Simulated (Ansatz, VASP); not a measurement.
Two plane-wave programs on Ti

```
Ti
1.0
     3.11422    0.00000    0.00000
    -1.55711    2.69699    0.00000
     0.00000    0.00000    4.20483
Ti
2
Cartesian
  0.0000 1.7980 1.0512
  1.5571 0.8990 3.1536
```

Alike in both runs: task single point; functional r2SCAN; k mesh 24 × 24 × 12; occupations fermi-dirac, width 0.02 eV; no spin polarisation.

|  | VASP | Ansatz |
| --- | --- | --- |
| version | VASP 6.6.1 | Ansatz 0.2.0 |
| potentials or method | VASP PAW PBE potentials, release 64 (Ti_sv), cutoff 520 eV | scalar-relativistic, plane waves, PAW |
| valence electrons in the cell | 24 | 24 |

|  | VASP | Ansatz | Ansatz less VASP |
| --- | --- | --- | --- |
| gap on the k mesh at the Fermi level (eV) | none | none | - |
| pressure (GPa) | -1.5 | -1.9 | -0.37 |
| traceless stress, the component that is largest in VASP (GPa) | 9.66 | 9.61 | -0.053 |

VASP's potentials were made for PBE, not for r2SCAN. A gap of «none» marks a metal or a gap that the smearing closes. With one functional, cell and mesh, what is left measures potentials, basis and numerics.
